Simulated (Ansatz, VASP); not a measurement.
**Sb in VASP and in Ansatz**

```
Sb
1.0
     3.16000    0.00000    0.00000
     0.00000    3.16000    0.00000
     0.00000    0.00000    3.16000
Sb
1
Direct
  0.00000 0.00000 0.00000
```

Alike in both runs: task single point; functional PBE-based screened hybrid; k mesh 4 × 4 × 4; occupations fermi-dirac, width 0.05 eV; no spin polarisation.

|  | VASP | Ansatz |
| --- | --- | --- |
| version | VASP 6.6.1 | Ansatz 0.2.0 |
| potentials or method | VASP PAW PBE potentials, release 64 (Sb) | Ansatz PAW |
| plane-wave cutoff (eV) | 520 | 420 |
| valence electrons in the cell | 5 | 15 |

|  | VASP | Ansatz | Ansatz less VASP |
| --- | --- | --- | --- |
| gap on the k mesh at the Fermi level (eV) | none | none | - |
| pressure (GPa) | -4.3 | -4.0 | +0.35 |

VASP's potentials were made for PBE, not for PBE-based screened hybrid. A gap of «none» marks a metal or a gap that the smearing closes. VASP's potentials hold 5 valence electrons a cell and Ansatz's 15, so a difference there can come from the potentials and not from the codes.

The k mesh is coarse, so the values compare programs but aren't converged. Neither program's run includes spin-orbit coupling.
